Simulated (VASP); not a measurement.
The system is Na2S.

```
S Na
1.0
     0.00000    3.25543    3.25543
     3.25543    0.00000    3.25543
     3.25543    3.25543    0.00000
S Na
1 2
Direct
  0.00000 0.00000 0.00000
  0.25000 0.25000 0.25000
  0.75000 0.75000 0.75000
```

Base run:

- Program: VASP 6.6.1
- Functional: PBEsol
- Potentials or basis: VASP PAW PBE potentials, release 64 (S, Na_pv)
- Cutoff: 500 eV
- k mesh: 6 × 6 × 6
- Occupations: gaussian, width 0.01 eV
- Spin: no spin polarisation

Its results: band gap on the k mesh 2.41 eV, direct; pressure -0.1 GPa.

Task: The run is repeated on the same cell with these changes: functional from PBEsol to r2SCAN; cutoff from 500 eV to 550 eV. What comes out?

Result: Band gap on the k mesh 3.11 eV, direct; pressure -0.1 GPa.

r2SCAN gives the wider gap, since meta-GGAs in the generalised Kohn-Sham scheme recover part of the derivative discontinuity.

Caveats: the PAW data sets were made with another functional, which shifts forces and pressure a little.

